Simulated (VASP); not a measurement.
# Sb in VASP: further runs

Runs on Sb. Level: PBE+D3(BJ). Tasks: single point.

Everything below comes from runs of VASP 6.6.1. Logs are shortened: lines on timing, memory, paths and dates and some standing lists are left out, and cuts for length are marked.

### 1 The cell of the first run

The cell holds a slab with vacuum, 4 atoms: a = 4.069 Å, b = 4.069 Å, c = 20.800 Å, α = 90.00°, β = 90.00°, γ = 120.00°.

### 2 Single point, PBE+D3(BJ) (layers slid over each other)

The input, INCAR:

```
PREC = Accurate
ENCUT = 400
EDIFF = 1E-6
ISMEAR = 0
SIGMA = 0.05
LREAL = False
LASPH = True
NELM = 120
ALGO = Normal
ISIF = 2
LWAVE = False
LCHARG = False
LDIPOL = True
IDIPOL = 3
DIPOL = 0.5 0.5 0.388
GGA = PE
IVDW = 12
NBANDS = 38
GGA_COMPAT = False
NELMDL = -8
```

The input, KPOINTS:

```
regular mesh
0
Gamma
  9 9 1
```

The input, POSCAR:

```
Sb
1.0
    4.0686848921      0.0000000000      0.0000000000
   -2.0343424461      3.5235844766      0.0000000000
    0.0000000000      0.0000000000     20.8000277116
Sb
4
Direct
    0.3333333333      0.6666666667      0.2956733491
    0.6666666667      0.3333333333      0.2163458656
    0.6666666667      0.5555555556      0.5600967399
    0.3333333333      0.8888888889      0.4807692564
```

Potentials or basis: VASP PAW PBE potentials, release 64 (Sb_d_GW).

Command:

```sh
> cat potpaw_PBE.64/Sb_d_GW/POTCAR > POTCAR
> mpirun -np 1 vasp_std > vasp.out
```

OUTCAR:

```text
PREC = Accurate
   ENCUT = 400
   EDIFF = 1E-6
   ISMEAR = 0
   LREAL = False
   LASPH = True
   NELM = 120
   ISIF = 2
   GGA = PE
   IVDW = 12
   NELMDL = -8
 IVDW          = 12

 ion  position               nearest neighbor table
   1  0.333  0.667  0.296-   2 2.87   2 2.87   2 2.87
   2  0.667  0.333  0.216-   1 2.87   1 2.87   1 2.87
   3  0.667  0.556  0.560-   4 2.87   4 2.87   4 2.87
   4  0.333  0.889  0.481-   3 2.87   3 2.87   3 2.87

  LATTYP: Found a hexagonal cell.
 ALAT       =     4.0686848921
 C/A-ratio  =     5.1122237930

  Lattice vectors:

 A1 = (   4.0686848921,   0.0000000000,   0.0000000000)
 A2 = (  -2.0343424461,   3.5235844766,   0.0000000000)
 A3 = (   0.0000000000,   0.0000000000,  20.8000277116)

Analysis of symmetry for initial positions (statically):
=====================================================================
 Subroutine PRICEL returns:
 Original cell was already a primitive cell.

 Routine SETGRP: Setting up the symmetry group for a
 hexagonal supercell.

 Subroutine GETGRP returns: Found  2 space group operations
 (whereof  1 operations were pure point group operations)
 out of a pool of 24 trial point group operations.

The static configuration has the point symmetry C_1 .
 The point group associated with its full space group is C_2 .

Analysis of symmetry for dynamics (positions and initial velocities):
=====================================================================
 Subroutine PRICEL returns:
 Original cell was already a primitive cell.

 Routine SETGRP: Setting up the symmetry group for a
 hexagonal supercell.

 Subroutine GETGRP returns: Found  2 space group operations
 (whereof  1 operations were pure point group operations)
 out of a pool of 24 trial point group operations.

The dynamic configuration has the point symmetry C_1 .
 The point group associated with its full space group is C_2 .

 Subroutine INISYM returns: Found  2 space group operations
 (whereof  1 operations are pure point group operations),
 and found     1 'primitive' translations

----------------------------------------------------------------------------------------

                                     Primitive cell

  volume of cell :     298.1966

  direct lattice vectors                    reciprocal lattice vectors
     4.068684892  0.000000000  0.000000000     0.245779663  0.141900954  0.000000000
    -2.034342446  3.523584477  0.000000000     0.000000000  0.283801909  0.000000000
     0.000000000  0.000000000 20.800027712     0.000000000  0.000000000  0.048076859

  length of vectors
     4.068684892  4.068684892 20.800027712     0.283801909  0.283801909  0.048076859

  position of ions in fractional coordinates (direct lattice)
     0.333333333  0.666666667  0.295673349
     0.666666667  0.333333333  0.216345866
     0.666666667  0.555555556  0.560096740
     0.333333333  0.888888889  0.480769256

  ion indices of the primitive-cell ions
   primitive index   ion index
                 1           1
                 2           2
                 3           3
                 4           4

----------------------------------------------------------------------------------------

 KPOINTS: regular mesh

Automatic generation of k-mesh.
 Grid dimensions read from file:
 generate k-points for:    9    9    1

 Generating k-lattice:

  Cartesian coordinates                     Fractional coordinates (reciprocal lattice)
     0.027308851  0.015766773  0.000000000     0.111111111 -0.000000000  0.000000000
     0.000000000  0.031533545  0.000000000     0.000000000  0.111111111  0.000000000
     0.000000000  0.000000000  0.048076859     0.000000000  0.000000000  1.000000000

  Length of vectors
     0.031533545  0.031533545  0.048076859

  Shift w.r.t. Gamma in fractional coordinates (k-lattice)
     0.000000000  0.000000000  0.000000000

 Subroutine IBZKPT returns following result:
 ===========================================

 Found     25 irreducible k-points:

 Following reciprocal coordinates:
            Coordinates               Weight
  0.000000  0.000000  0.000000      1.000000
  0.111111 -0.000000  0.000000      2.000000
  0.000000  0.111111  0.000000      4.000000
  0.222222 -0.000000  0.000000      2.000000
  0.000000  0.222222  0.000000      4.000000
  0.333333 -0.000000  0.000000      2.000000
[... 16 lines left out ...]
 -0.222222 -0.444444  0.000000      4.000000
  0.444444  0.333333  0.000000      4.000000
   k-points           NKPTS =     25   k-points in BZ     NKDIM =     25   number of bands    NBANDS=     38
   number of dos      NEDOS =    301   number of ions     NIONS =      4
   total plane-waves  NPLWV = 109760
   dimension x,y,z NGX =    28 NGY =   28 NGZ =  140
   dimension x,y,z NGXF=    56 NGYF=   56 NGZF=  280
   ions per type =               4
   NGX,Y,Z   is equivalent  to a cutoff of  11.44, 11.44, 11.19 a.u.
   NGXF,Y,Z  is equivalent  to a cutoff of  22.88, 22.88, 22.38 a.u.
 SYSTEM =  unknown system
   PREC   = accura    normal or accurate (medium, high low for compatibility)
   ISTART =      0    job   : 0-new  1-cont  2-samecut
   ICHARG =      2    charge: 1-file 2-atom 10-const
   ISPIN  =      1    spin polarized calculation?
   LNONCOLLINEAR =      F non collinear calculations
   LSORBIT =      F    spin-orbit coupling
   LASPH  =      T    aspherical Exc in radial PAW
   ENCUT  =  400.0 eV  29.40 Ry    5.42 a.u.   6.63  6.63 33.92*2*pi/ulx,y,z
   NELM   =    120;   NELMIN=  2; NELMDL= -8     # of ELM steps
   EDIFF  = 0.1E-05   stopping-criterion for ELM
   LREAL  =      F    real-space projection
   EDIFFG = 0.1E-04   stopping-criterion for IOM
   NSW    =      0    number of steps for IOM
   IBRION =     -1    ionic relax: 0-MD 1-quasi-New 2-CG
   NFREE  =      0    steps in history (QN), initial steepest desc. (CG)
   ISIF   =      2    stress and relaxation
   ISYM   =      2    0-nonsym 1-usesym 2-fastsym
   POTIM  = 0.5000    time-step for ionic-motion
   TEBEG  =    0.0;   TEEND  =   0.0 temperature during run
   PSTRESS=    0.0 pullay stress
   NELECT =      60.0000    total number of electrons
   NUPDOWN=      -1.0000    fix difference up-down
   EMIN   =  10.00;   EMAX   =-10.00  energy-range for DOS
   EFERMI =   0.00;   METHOD = LEGACY
   ISMEAR =     0;   SIGMA  =   0.05  broadening in eV -4-tet -1-fermi 0-gaus
   EFERMI_NEDOS =   21; number of points for ismear=-14 and -15
   IALGO  =     38    algorithm
   IMIX   =      4    mixing-type and parameters
     AMIX     =   0.40;   BMIX     =  1.00
     AMIX_MAG =   1.60;   BMIX_MAG =  1.00
  volume/ion in A,a.u.               =      74.55       503.08
  Fermi-wavevector in a.u.,A,eV,Ry     =   0.959307  1.812828 12.521037  0.920270
  Thomas-Fermi vector in A             =   2.088492
   LORBIT       =      0    0 simple, 1 ext, 2 COOP (PROOUT), +10 PAW based schemes
   GGA     = PE    functional components
   LHFCALC =     F    Hartree Fock is set to
   AEXX    =    0.0000 exact exchange contribution
   IVDW    =    12    specifies the selected vdW correction
   LEPSILON=     F    determine dielectric tensor
   LRPA    =     F    only Hartree local field effects (RPA)
 non-spin polarized calculation
 Gauss-broadening in eV      SIGMA  =   0.05
  energy-cutoff  :      400.00
  volume of cell :      298.20
 maximum number of plane-waves:      5503
   NGX = 13   NGY = 13   NGZ = 67

 dipolmoment           0.000000      0.000000      0.000100 electrons x Angstroem

 number of electron      60.0000005 magnetization

 dipolmoment           0.000000      0.000000     -0.000027 electrons x Angstroem

 Free energy of the ion-electron system (eV)
  ---------------------------------------------------
  ext. energy  EPLUGINS =         0.00000000
  ---------------------------------------------------
  free energy    TOTEN  =       -16.26729669 eV

  energy without entropy =      -16.26729669  energy(sigma->0) =      -16.26729669

 E-fermi :  -0.6125     XC(G=0):  -4.9144

 val. band max:       -0.8526338017   @ k =   0.0000   0.0000   0.0000
 cond. band min:       0.0130734936   @ k =   0.3333  -0.0000   0.0000
 fundamental gap:      0.8657072953
 Fermi energy:        -0.6125334234

 k-point     1 :       0.0000    0.0000    0.0000
  band No.  band energies     occupation
      1     -29.5413      2.00000
      2     -29.5410      2.00000
      3     -29.5407      2.00000
      4     -29.5406      2.00000
      5     -29.4640      2.00000
      6     -29.4639      2.00000
[... 30 lines left out ...]
     37       3.2876      0.00000
     38       3.6390      0.00000

 k-point     2 :       0.1111   -0.0000    0.0000
  band No.  band energies     occupation
      1     -29.5399      2.00000
      2     -29.5398      2.00000
      3     -29.5346      2.00000
      4     -29.5342      2.00000
      5     -29.4628      2.00000
      6     -29.4626      2.00000
[... 30 lines left out ...]
     37       3.4632      0.00000
     38       3.7982      0.00000

 k-point     3 :       0.0000    0.1111    0.0000
  band No.  band energies     occupation
      1     -29.5403      2.00000
      2     -29.5398      2.00000
      3     -29.5343      2.00000
      4     -29.5341      2.00000
      5     -29.4631      2.00000
      6     -29.4627      2.00000
[... 30 lines left out ...]
     37       3.4629      0.00000
     38       3.7994      0.00000

 k-point     4 :       0.2222   -0.0000    0.0000
  band No.  band energies     occupation
      1     -29.5374      2.00000
      2     -29.5373      2.00000
      3     -29.5160      2.00000
      4     -29.5156      2.00000
      5     -29.4611      2.00000
      6     -29.4609      2.00000
[... 30 lines left out ...]
     37       3.8335      0.00000
     38       4.1915      0.00000
[... 703 lines left out ...]
      4     -29.4550      2.00000
      5     -29.4375      2.00000
      6     -29.4371      2.00000
[... 30 lines left out ...]
     37       4.9306      0.00000
     38       5.2916      0.00000

 k-point    23 :      -0.2222   -0.4444    0.0000
  band No.  band energies     occupation
      1     -29.5326      2.00000
      2     -29.5323      2.00000
      3     -29.4555      2.00000
      4     -29.4548      2.00000
      5     -29.4377      2.00000
      6     -29.4372      2.00000
[... 30 lines left out ...]
     37       4.9539      0.00000
     38       5.4072      0.00000

 k-point    24 :       0.4444    0.3333    0.0000
  band No.  band energies     occupation
      1     -29.5325      2.00000
      2     -29.5323      2.00000
      3     -29.4554      2.00000
      4     -29.4549      2.00000
      5     -29.4376      2.00000
      6     -29.4370      2.00000
[... 30 lines left out ...]
     37       4.9494      0.00000
     38       5.3395      0.00000

 [... further k-points ...]

------------------------ aborting loop because EDIFF is reached ----------------------------------------

 vacuum level on the upper side and lower side of the slab       (xc-potential included)        -0.281        -0.281

 Edisp (eV)   -1.16228

 E8    (eV) :    -0.5568

  FORCE on cell =-STRESS in cart. coord.  units (eV):
  Direction    XX          YY          ZZ          XY          YZ          ZX
  --------------------------------------------------------------------------------------
  -------------------------------------------------------------------------------------
  Total      -0.23160    -0.18043    -0.32635    -0.04432     0.26443    -0.15267
  in kB      -1.24438    -0.96945    -1.75344    -0.23810     1.42077    -0.82028
  external pressure =       -1.32 kB  Pullay stress =        0.00 kB

 VOLUME and BASIS-vectors are now :
 -----------------------------------------------------------------------------
  energy-cutoff  :      400.00
  volume of cell :      298.20
      direct lattice vectors                 reciprocal lattice vectors
     4.068684892  0.000000000  0.000000000     0.245779663  0.141900954  0.000000000
    -2.034342446  3.523584477  0.000000000     0.000000000  0.283801909  0.000000000
     0.000000000  0.000000000 20.800027712     0.000000000  0.000000000  0.048076859

 POSITION                                       TOTAL-FORCE (eV/Angst)
 -----------------------------------------------------------------------------------
     -0.00000      2.34906      6.15001         0.019819     -0.036496      0.019374
      2.03434      1.17453      4.50000         0.011643     -0.017997      0.000556
      1.58227      1.95755     11.65003        -0.009765      0.019082     -0.000556
     -0.45208      3.13208     10.00001        -0.021697      0.035412     -0.019374
 -----------------------------------------------------------------------------------
    total drift:                               -0.000269     -0.000110     -0.001523

  FREE ENERGIE OF THE ION-ELECTRON SYSTEM (eV)
  ---------------------------------------------------
  free  energy   TOTEN  =       -17.4295805403 eV

  energy  without entropy=      -17.4295805403  energy(sigma->0) =      -17.42958054

 vacuum level on the upper side and lower side of the slab         3.605         3.605
```

It took 4.6 min on 1 thread of AMD EPYC 7R13 (Zen 3), shared host; peak memory 0.38 GiB.

What came out:

- Free energy: -17.4296 eV
- Largest force: 0.046 eV/Å
- Band gap on the k mesh: 0.87 eV (least direct gap 1.39 eV)
- Dispersion energy per atom: -0.291 eV

Forces on the atoms (eV/Å):
```
Sb   0.020 -0.036  0.019
Sb   0.012 -0.018  0.001
Sb  -0.010  0.019 -0.001
Sb  -0.022  0.035 -0.019
```

Caveat: the cell differs from its parent crystal (layers slid over each other); spin-orbit coupling is left out, which moves the levels of the heavy elements.

[end of part 1 of 3]
